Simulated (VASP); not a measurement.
# Be2Pd (P4_2/mnm) in VASP: a series of runs

Be2Pd is run at these levels: PBE; tasks: single point, relaxation of cell and atoms.

Everything below comes from runs of VASP 6.6.1. Logs are shortened: lines on timing, memory, paths and dates and some standing lists are left out, and cuts for length are marked.

## 1. The cell of the first run

The structure is tetragonal, space group P4_2/mnm (No. 136). The conventional cell has a = 5.153 Å, b = 5.153 Å, c = 3.408 Å, α = 90.00°, β = 90.00°, γ = 90.00°. Within 2.9 Å of Be (site symmetry m2m) lie 3 Pd at 2.22 Å and 1 Be at 2.85 Å. Pd (site symmetry mmm) has 6 Be at 2.22 Å within 2.9 Å.

## 2. Single point, PBE

Input file INCAR:

```
  ALGO = Normal
  EDIFF = 1E-7
  ENCUT = 520
  GGA = PE
  ISIF = 2
  ISMEAR = 0
  LASPH = True
  LCHARG = False
  LREAL = False
  LWAVE = False
  NBANDS = 23
  NELM = 60
  PREC = Accurate
  SIGMA = 0.1
```

Input file KPOINTS:

```
k-points
0
Gamma
  4 4 6
```

Input file POSCAR:

```
Be2Pd
1.0
    5.1534129714      0.0000000000      0.0000000000
    0.0000000000      5.1534129714      0.0000000000
    0.0000000000      0.0000000000      3.4077689513
Be Pd
4 2
Direct
    0.3043419422      0.3043419422      0.0000000000
    0.1956580578      0.8043419422      0.5000000000
    0.6956580578      0.6956580578      0.0000000000
    0.8043419422      0.1956580578      0.5000000000
    0.0000000000      0.0000000000      0.0000000000
    0.5000000000      0.5000000000      0.5000000000
```

Potentials or basis: VASP PAW PBE potentials, release 64 (Be, Pd).

Command:

```
> cat potpaw_PBE.64/Be/POTCAR potpaw_PBE.64/Pd/POTCAR > POTCAR
> mpirun -np 1 vasp_std > vasp.out
```

OUTCAR:

```text
EDIFF = 1E-7
   ENCUT = 520
   GGA = PE
   ISIF = 2
   ISMEAR = 0
   LASPH = True
   LREAL = False
   NELM = 60
   PREC = Accurate

 ion  position               nearest neighbor table
   1  0.304  0.304  0.000-   5 2.22   6 2.22   6 2.22
   2  0.196  0.804  0.500-   6 2.22   5 2.22   5 2.22
   3  0.696  0.696  0.000-   5 2.22   6 2.22   6 2.22
   4  0.804  0.196  0.500-   6 2.22   5 2.22   5 2.22
   5  0.000  0.000  0.000-   1 2.22   3 2.22   2 2.22   4 2.22   2 2.22   4 2.22
   6  0.500  0.500  0.500-   2 2.22   4 2.22   3 2.22   1 2.22   1 2.22   3 2.22

  LATTYP: Found a simple tetragonal cell.
 ALAT       =     5.1534129714
 C/A-ratio  =     0.6612644805

  Lattice vectors:

 A1 = (   5.1534129714,   0.0000000000,   0.0000000000)
 A2 = (   0.0000000000,   5.1534129714,   0.0000000000)
 A3 = (   0.0000000000,   0.0000000000,   3.4077689513)

Analysis of symmetry for initial positions (statically):
=====================================================================
 Subroutine PRICEL returns:
 Original cell was already a primitive cell.

 Routine SETGRP: Setting up the symmetry group for a
 simple tetragonal supercell.

 Subroutine GETGRP returns: Found 16 space group operations
 (whereof  8 operations were pure point group operations)
 out of a pool of 16 trial point group operations.

The static configuration has the point symmetry D_2h.
 The point group associated with its full space group is D_4h.

Analysis of symmetry for dynamics (positions and initial velocities):
=====================================================================
 Subroutine PRICEL returns:
 Original cell was already a primitive cell.

 Routine SETGRP: Setting up the symmetry group for a
 simple tetragonal supercell.

 Subroutine GETGRP returns: Found 16 space group operations
 (whereof  8 operations were pure point group operations)
 out of a pool of 16 trial point group operations.

The dynamic configuration has the point symmetry D_2h.
 The point group associated with its full space group is D_4h.

 Subroutine INISYM returns: Found 16 space group operations
 (whereof  8 operations are pure point group operations),
 and found     1 'primitive' translations

----------------------------------------------------------------------------------------

                                     Primitive cell

  volume of cell :      90.5024

  direct lattice vectors                    reciprocal lattice vectors
     5.153412971  0.000000000  0.000000000     0.194046160  0.000000000  0.000000000
     0.000000000  5.153412971  0.000000000     0.000000000  0.194046160  0.000000000
     0.000000000  0.000000000  3.407768951     0.000000000  0.000000000  0.293447125

  length of vectors
     5.153412971  5.153412971  3.407768951     0.194046160  0.194046160  0.293447125

  position of ions in fractional coordinates (direct lattice)
     0.304341942  0.304341942  0.000000000
     0.195658058  0.804341942  0.500000000
     0.695658058  0.695658058  0.000000000
     0.804341942  0.195658058  0.500000000
     0.000000000  0.000000000  0.000000000
     0.500000000  0.500000000  0.500000000

  ion indices of the primitive-cell ions
   primitive index   ion index
                 1           1
                 2           2
                 3           3
                 4           4
                 5           5
                 6           6

----------------------------------------------------------------------------------------

 KPOINTS: k-points

Automatic generation of k-mesh.
 Grid dimensions read from file:
 generate k-points for:    4    4    6

 Generating k-lattice:

  Cartesian coordinates                     Fractional coordinates (reciprocal lattice)
     0.048511540  0.000000000  0.000000000     0.250000000  0.000000000  0.000000000
     0.000000000  0.048511540  0.000000000     0.000000000  0.250000000  0.000000000
     0.000000000  0.000000000  0.048907854     0.000000000  0.000000000  0.166666667

  Length of vectors
     0.048511540  0.048511540  0.048907854

  Shift w.r.t. Gamma in fractional coordinates (k-lattice)
     0.000000000  0.000000000  0.000000000

 Subroutine IBZKPT returns following result:
 ===========================================

 Found     24 irreducible k-points:

 Following reciprocal coordinates:
            Coordinates               Weight
  0.000000  0.000000  0.000000      1.000000
  0.250000  0.000000  0.000000      4.000000
  0.500000  0.000000  0.000000      2.000000
  0.250000  0.250000  0.000000      4.000000
  0.500000  0.250000  0.000000      4.000000
  0.500000  0.500000  0.000000      1.000000
[... 16 lines left out ...]
  0.500000  0.250000  0.500000      4.000000
  0.500000  0.500000  0.500000      1.000000
   k-points           NKPTS =     24   k-points in BZ     NKDIM =     24   number of bands    NBANDS=     23
   number of dos      NEDOS =    301   number of ions     NIONS =      6
   total plane-waves  NPLWV =  44800
   dimension x,y,z NGX =    40 NGY =   40 NGZ =   28
   dimension x,y,z NGXF=    80 NGYF=   80 NGZF=   56
   ions per type =               4   2
   NGX,Y,Z   is equivalent  to a cutoff of  12.90, 12.90, 13.66 a.u.
   NGXF,Y,Z  is equivalent  to a cutoff of  25.81, 25.81, 27.32 a.u.
 SYSTEM =  unknown system
   PREC   = accura    normal or accurate (medium, high low for compatibility)
   ISTART =      0    job   : 0-new  1-cont  2-samecut
   ICHARG =      2    charge: 1-file 2-atom 10-const
   ISPIN  =      1    spin polarized calculation?
   LNONCOLLINEAR =      F non collinear calculations
   LSORBIT =      F    spin-orbit coupling
   LASPH  =      T    aspherical Exc in radial PAW
   ENCUT  =  520.0 eV  38.22 Ry    6.18 a.u.   9.58  9.58  6.34*2*pi/ulx,y,z
   NELM   =     60;   NELMIN=  2; NELMDL= -5     # of ELM steps
   EDIFF  = 0.1E-06   stopping-criterion for ELM
   LREAL  =      F    real-space projection
   EDIFFG = 0.1E-05   stopping-criterion for IOM
   NSW    =      0    number of steps for IOM
   IBRION =     -1    ionic relax: 0-MD 1-quasi-New 2-CG
   NFREE  =      0    steps in history (QN), initial steepest desc. (CG)
   ISIF   =      2    stress and relaxation
   ISYM   =      2    0-nonsym 1-usesym 2-fastsym
   POTIM  = 0.5000    time-step for ionic-motion
   TEBEG  =    0.0;   TEEND  =   0.0 temperature during run
   PSTRESS=    0.0 pullay stress
   NELECT =      28.0000    total number of electrons
   NUPDOWN=      -1.0000    fix difference up-down
   EMIN   =  10.00;   EMAX   =-10.00  energy-range for DOS
   EFERMI =   0.00;   METHOD = LEGACY
   ISMEAR =     0;   SIGMA  =   0.10  broadening in eV -4-tet -1-fermi 0-gaus
   EFERMI_NEDOS =   21; number of points for ismear=-14 and -15
   IALGO  =     38    algorithm
   IMIX   =      4    mixing-type and parameters
     AMIX     =   0.40;   BMIX     =  1.00
     AMIX_MAG =   1.60;   BMIX_MAG =  1.00
  volume/ion in A,a.u.               =      15.08       101.79
  Fermi-wavevector in a.u.,A,eV,Ry     =   1.107238  2.092376 16.680404  1.225975
  Thomas-Fermi vector in A             =   2.243749
   LORBIT       =      0    0 simple, 1 ext, 2 COOP (PROOUT), +10 PAW based schemes
   GGA     = PE    functional components
   LHFCALC =     F    Hartree Fock is set to
   AEXX    =    0.0000 exact exchange contribution
   IVDW    =     0    specifies the selected vdW correction
   LEPSILON=     F    determine dielectric tensor
   LRPA    =     F    only Hartree local field effects (RPA)
 non-spin polarized calculation
 Gauss-broadening in eV      SIGMA  =   0.10
  energy-cutoff  :      520.00
  volume of cell :       90.50
 maximum number of plane-waves:      2480
 NGX is ok and might be reduce to    40
   NGX = 19   NGY = 19   NGZ = 13

 number of electron      28.0000008 magnetization

 Free energy of the ion-electron system (eV)
  ---------------------------------------------------
  ext. energy  EPLUGINS =         0.00000000
  ---------------------------------------------------
  free energy    TOTEN  =       -22.75264719 eV

  energy without entropy =      -22.74283079  energy(sigma->0) =      -22.74773899

 E-fermi :   4.8689     XC(G=0):  -9.8797

 val. band max:        4.7987240138   @ k =   0.5000   0.0000   0.1667
 cond. band min:       4.9042720191   @ k =   0.2500   0.0000   0.3333
 fundamental gap:      0.1055480053
 Fermi energy:         4.8688615727

 k-point     1 :       0.0000    0.0000    0.0000
  band No.  band energies     occupation
      1      -2.8014      2.00000
      2      -0.7884      2.00000
      3      -0.1728      2.00000
      4       0.0732      2.00000
      5       0.1368      2.00000
      6       0.6771      2.00000
[... 15 lines left out ...]
     22      12.4899      0.00000
     23      12.4902      0.00000

 k-point     2 :       0.2500    0.0000    0.0000
  band No.  band energies     occupation
      1      -2.5057      2.00000
      2      -0.9714      2.00000
      3      -0.1595      2.00000
      4       0.0487      2.00000
      5       0.2598      2.00000
      6       0.6968      2.00000
[... 15 lines left out ...]
     22      12.2585      0.00000
     23      12.6947      0.00000

 k-point     3 :       0.5000    0.0000    0.0000
  band No.  band energies     occupation
      1      -1.7225      2.00000
      2      -1.7225      2.00000
      3      -0.0993      2.00000
      4      -0.0993      2.00000
      5       0.6601      2.00000
      6       0.6601      2.00000
[... 15 lines left out ...]
     22      11.7952      0.00000
     23      13.1653      0.00000
[... 495 lines left out ...]
 k-point    23 :       0.5000    0.2500    0.5000
  band No.  band energies     occupation
      1      -0.2623      2.00000
      2      -0.2623      2.00000
      3       0.1216      2.00000
      4       0.1216      2.00000
      5       0.5004      2.00000
      6       0.5004      2.00000
[... 15 lines left out ...]
     22      10.2605      0.00000
     23      11.1072      0.00000

 k-point    24 :       0.5000    0.5000    0.5000
  band No.  band energies     occupation
      1      -0.1455      2.00000
      2      -0.1455      2.00000
      3       0.2405      2.00000
      4       0.2405      2.00000
      5       0.3349      2.00000
      6       0.3349      2.00000
[... 15 lines left out ...]
     22      11.1462      0.00000
     23      12.1556      0.00000

------------------------ aborting loop because EDIFF is reached ----------------------------------------

  FORCE on cell =-STRESS in cart. coord.  units (eV):
  Direction    XX          YY          ZZ          XY          YZ          ZX
  --------------------------------------------------------------------------------------
  -------------------------------------------------------------------------------------
  Total        0.1402392      0.1402392      0.2792623      0.0000000      0.0000000      0.0000000
  in kB        2.4826765      2.4826765      4.9438221      0.0000000      0.0000000      0.0000000
  external PRESSURE =       3.3030583 kB  Pullay stress =       0.0000000 kB

 VOLUME and BASIS-vectors are now :
 -----------------------------------------------------------------------------
  energy-cutoff  :      520.00
  volume of cell :       90.50
      direct lattice vectors                 reciprocal lattice vectors
     5.153412971  0.000000000  0.000000000     0.194046160  0.000000000  0.000000000
     0.000000000  5.153412971  0.000000000     0.000000000  0.194046160  0.000000000
     0.000000000  0.000000000  3.407768951     0.000000000  0.000000000  0.293447125

 POSITION                                       TOTAL-FORCE (eV/Angst)
 -----------------------------------------------------------------------------------
      1.56840      1.56840      0.00000        -0.005233     -0.005233     -0.000000
      1.00831      4.14511      1.70388         0.005233     -0.005233      0.000000
      3.58501      3.58501      0.00000         0.005233      0.005233      0.000000
      4.14511      1.00831      1.70388        -0.005233      0.005233      0.000000
      0.00000      0.00000      0.00000         0.000000      0.000000      0.000000
      2.57671      2.57671      1.70388         0.000000      0.000000      0.000000
 -----------------------------------------------------------------------------------
    total drift:                               -0.000000      0.000000     -0.000000

  FREE ENERGIE OF THE ION-ELECTRON SYSTEM (eV)
  ---------------------------------------------------
  free  energy   TOTEN  =       -22.7526471866 eV

  energy  without entropy=      -22.7428307865  energy(sigma->0) =      -22.74773899
```

It took 36 s on 1 thread of AMD EPYC 7R43 (Zen 3), shared host; peak memory 0.18 GiB.

What came out:

```yaml
Free_energy: -22.7526 eV
Pressure: 0.3 GPa
Largest_force: 0.007 eV/Å
Band_gap_on_the_k_mesh: zero (bands 14 and 15 overlap by 0.23 eV)
```

Forces in eV/Å, atoms in the order of the input:
```
Be  -0.005 -0.005  0.000
Be   0.005 -0.005  0.000
Be   0.005  0.005  0.000
Be  -0.005  0.005  0.000
Pd   0.000  0.000  0.000
Pd   0.000  0.000  0.000
```

Stress tensor (GPa, compression positive):
```
0.25 0.00 0.00
0.00 0.25 0.00
0.00 0.00 0.49
```

## 3. Relaxation of cell and atoms, PBE

This run uses another cell than the first one, of 10.42 Å³/atom.

Input file INCAR:

```
SYSTEM = Be2Pd
ALGO = Normal
EDIFF = 1E-6
EDIFFG = -0.04
ENCUT = 600
GGA = PE
IBRION = 2
ISIF = 3
ISMEAR = 0
LASPH = .TRUE.
LCHARG = .FALSE.
LREAL = .FALSE.
LWAVE = .FALSE.
NELM = 100
NSW = 90
PREC = Accurate
SIGMA = 0.1
```

Input file KPOINTS:

```
k-points
0
G
  4 4 6
  0 0 0
```

Input file POSCAR:

```
Be2Pd
1.0
    4.5961057653      0.0000000000      0.0000000000
    0.0000000000      4.5961057653      0.0000000000
    0.0000000000      0.0000000000      2.9603563255
Be Pd
4 2
Direct
    0.3060000000      0.3060000000      0.0000000000
    0.1940000000      0.8060000000      0.5000000000
    0.6940000000      0.6940000000      0.0000000000
    0.8060000000      0.1940000000      0.5000000000
    0.0000000000      0.0000000000      0.0000000000
    0.5000000000      0.5000000000      0.5000000000
```

Potentials or basis: VASP PAW PBE potentials, release 64 (Be, Pd).

Command:

```
> cat potpaw_PBE.64/Be/POTCAR potpaw_PBE.64/Pd/POTCAR > POTCAR
> mpirun -np 1 vasp_std > vasp.out
```

It took 2.3 min on 1 thread of AMD EPYC 7R43 (Zen 3), shared host; peak memory 0.18 GiB.

Results (log left out):

* Free energy: -22.7453 eV
* Relaxed volume: 15.14 Å³/atom
* Relaxed cell: a = 5.181 Å, b = 5.181 Å, c = 3.385 Å, α = 90.00°, β = 90.00°, γ = 90.00°
* Space group after relaxing (to 0.1 Å): P4_2/mnm (No. 136)
* Energy gained by relaxing: 750.2 meV/atom
* Ionic steps: 8
* Pressure after relaxing: 0.1 GPa

Stress tensor (GPa, compression positive):
```
0.03 0.00 0.00
0.00 0.03 0.00
0.00 0.00 0.27
```

Step by step:
```
step  energy change (eV)  largest force (eV/Å)  pressure (GPa)  volume (Å³)
   1              0.0000                1.5099           68.30        62.54
   2             -3.4268                0.6540          -11.38       111.85
   3             -4.4493                0.4946            1.18        89.42
   4             -4.4497                0.5076            0.53        90.04
   5             -4.4967                0.1542           -0.29        91.09
   6             -4.5002                0.0366           -0.52        91.46
   7             -4.5002                0.0278           -0.54        91.49
   8             -4.5012                0.0013            0.11        90.84
```

Final structure:
```yaml
crystal:
  lattice:
    - [5.18072, 0.00000, 0.00000]
    - [0.00000, 5.18072, 0.00000]
    - [0.00000, 0.00000, 3.38456]
  atoms:
    - { symbol: Be, position: [0.30294, 0.30294, 0.00000] }
    - { symbol: Be, position: [0.19706, 0.80294, 0.50000] }
    - { symbol: Be, position: [0.69706, 0.69706, 0.00000] }
    - { symbol: Be, position: [0.80294, 0.19706, 0.50000] }
    - { symbol: Pd, position: [0.00000, 0.00000, 0.00000] }
    - { symbol: Pd, position: [0.50000, 0.50000, 0.50000] }
```

Levels at points of the mesh, in eV from the Fermi level:
```
           k point  band 12  band 13  band 14  band 15  band 16  band 17
(0.00, 0.00, 0.00)    -2.14    -2.14    -1.94     1.40     1.60     1.60
(0.50, 0.00, 0.00)    -3.23    -0.35    -0.35     0.19     0.19     4.18
(0.50, 0.50, 0.00)    -3.11    -2.86    -2.86     3.68     3.68     4.25
(0.00, 0.00, 0.50)    -2.44    -0.50    -0.50     1.23     1.23     1.27
(0.50, 0.00, 0.50)    -3.03    -1.67    -1.67     0.91     0.91     1.30
(0.50, 0.50, 0.50)    -2.03    -1.58    -1.58    -0.13    -0.13    -0.08
```

Caveat: the volume moved by over 15 % at a fixed basis, so the end points are rough; the highest band is partly filled, so the run has too few bands.

## 4. Single point, PBE

This run uses another cell than the first one, of 14.24 Å³/atom.

Input file INCAR:

```
PREC     = Accurate       # precision mode
ENCUT    = 520            # plane-wave cutoff, eV
EDIFF    = 1E-6           # SCF threshold, eV
ISMEAR   = 0              # smearing method
SIGMA    = 0.1            # smearing width, eV
LREAL    = F              # projectors in reciprocal space
LASPH    = T              # aspherical terms in the spheres
NELM     = 80             # most SCF steps
ALGO     = Fast           # electronic algorithm
ISIF     = 2              # what is computed and relaxed
LWAVE    = F              # write WAVECAR
LCHARG   = F              # write CHGCAR
GGA      = PE             # functional
NBANDS   = 23             # bands
```

Input file KPOINTS:

```
regular mesh
0
Gamma
  8 8 12
```

Input file POSCAR:

```
Be2Pd
1.0
    4.5923544696      0.0000000000      0.0000000000
    0.0000000000      4.5923544696      0.0000000000
    0.0000000000      0.0000000000      4.0510223091
Be Pd
4 2
Direct
    0.3370145072      0.3370145072      0.0000000000
    0.1629854928      0.8370145072      0.5000000000
    0.6629854928      0.6629854928      0.0000000000
    0.8370145072      0.1629854928      0.5000000000
    0.0000000000      0.0000000000      0.0000000000
    0.5000000000      0.5000000000      0.5000000000
```

Command:

```
> cat potpaw_PBE.64/Be/POTCAR potpaw_PBE.64/Pd/POTCAR > POTCAR
> mpirun -np 1 vasp_std > vasp.out
```

Wall time 3.4 min (1 thread of AMD EPYC 7R43 (Zen 3), shared host); peak memory 0.28 GiB.

It converged, with:

| Property | Result |
| --- | --- |
| Free energy | -23.3196 eV |
| Pressure | 0.1 GPa |
| Band gap on the k mesh | zero (bands 14 and 15 overlap by 1.90 eV) |

Forces on the atoms (eV/Å):
```
Be  -0.002 -0.002  0.000
Be   0.002 -0.002  0.000
Be   0.002  0.002  0.000
Be  -0.002  0.002  0.000
Pd   0.000  0.000  0.000
Pd   0.000  0.000  0.000
```

Levels at points of the mesh, in eV from the Fermi level:
```csv
k point,band 11,band 12,band 13,band 14,band 15,band 16,band 17,band 18
"(0.00, 0.00, 0.00)",-2.64,-0.96,-0.96,-0.64,-0.52,2.71,4.47,4.47
"(0.50, 0.00, 0.00)",-2.88,-2.88,0.94,0.94,1.78,1.78,2.55,2.55
"(0.50, 0.50, 0.00)",-2.93,-2.93,-1.82,-1.82,1.78,1.78,4.16,4.16
"(0.00, 0.00, 0.50)",-3.20,-3.20,-0.70,-0.70,1.78,1.78,2.49,2.49
"(0.50, 0.00, 0.50)",-2.91,-2.91,-1.83,-1.83,0.71,0.71,2.54,2.54
"(0.50, 0.50, 0.50)",-2.91,-2.91,-1.57,-1.57,-0.08,-0.08,0.02,0.02
```

## 5. Overview

```tsv
task	cell	k mesh	cutoff (eV)	gap on the mesh (eV)	pressure (GPa)
single point	a = 5.153, b = 5.153, c = 3.408 Å, 6 atoms, atomic positions A	4 × 4 × 6	520	none	0.3
relaxation of cell and atoms	relaxed from a = 4.596, b = 4.596, c = 2.960 Å, 6 atoms, atomic positions B	4 × 4 × 6	600	-	0.1
single point	a = 4.592, b = 4.592, c = 4.051 Å, 6 atoms, atomic positions C	8 × 8 × 12	520	none	0.1
```

Alike in all rows: level PBE; potentials or basis VASP PAW PBE potentials, release 64 (Be, Pd); no spin polarisation; smearing gaussian 0.1 eV.

Caveats: the volume moved by over 15 % at a fixed basis, so the end points are rough (at least some runs); the highest band is partly filled, so the run has too few bands (at least some runs).

Total energies depend on the potentials used, so only differences within one code and one set of settings carry meaning.

The gap in the log of VASP goes by the Fermi energy; the results here count the filled bands.